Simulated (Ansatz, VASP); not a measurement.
# Cu in VASP and in Ansatz

The input INCAR:

```
SYSTEM = Cu
ALGO = Normal ; EDIFF = 1E-6
EDIFFG = -0.01 ; ENCUT = 600
GGA = RE ; IBRION = 2
ISIF = 3 ; ISMEAR = -1
LASPH = .True. ; LCHARG = .False.
LREAL = .False. ; LWAVE = .False.
NELM = 60 ; NSW = 60
PREC = Accurate ; SIGMA = 0.05
```

The input KPOINTS:

```
k-points
0
Gamma
  13 13 13
  0 0 0
```

The input POSCAR:

```
Cu
1.0
   -1.4427933200      1.4427933200      1.3760814500
    1.4427933200     -1.4427933200      1.3760814500
    1.4427933200      1.4427933200     -1.3760814500
Cu
1
Direct
    0.0000000000      0.0000000000      0.0000000000
```

input.yaml

```yaml
crystal:
  lattice:
    - [-1.44279332, 1.44279332, 1.37608145]
    - [1.44279332, -1.44279332, 1.37608145]
    - [1.44279332, 1.44279332, -1.37608145]
  atoms:
    - { symbol: Cu, position: [0.0, 0.0, 0.0] }
hamiltonian:
  xc: revpbe
  pseudopotentials: { kind: paw }
kpoints:
  mp_grid: { grid: [13, 13, 13] }
scf:
  occupations: { method: fermi_dirac, width: 0.05 }
output:
  forces: true
  stress: true
  eigenvalues: true
relax:
  f_tol: 0.01
  max_steps: 40
  cell: { stress_tol: 0.05 }
```

Alike in both runs: task relaxation of cell and atoms; functional revPBE; k mesh 13 × 13 × 13; occupations fermi-dirac, width 0.05 eV; no spin polarisation.

|  | VASP | Ansatz |
| --- | --- | --- |
| version | VASP 6.6.1 | Ansatz 0.2.0 |
| potentials or method | VASP PAW PBE potentials, release 64 (Cu) | Ansatz PAW |
| plane-wave cutoff (eV) | 600 | 420 |
| valence electrons in the cell | 11 | 19 |

|  | VASP | Ansatz | Ansatz less VASP |
| --- | --- | --- | --- |
| gap on the k mesh at the Fermi level, each at its own relaxed structure (eV) | none | none | - |
| relaxed volume (Å³/atom) | 12.40 | 12.34 | -0.067 |
| relaxed cell length with the largest relative difference (Å) | 2.528 | 2.523 | -0.0047 |

VASP's potentials were made for PBE, not for revPBE. A gap of «none» marks a metal or a gap that the smearing closes. VASP's potentials hold 11 valence electrons a cell and Ansatz's 19, so a difference there can come from the potentials and not from the codes.

Noted on Ansatz's run: the plane-wave basis is chosen anew once the cell has moved, so the energies of steps on either side of that aren't comparable.
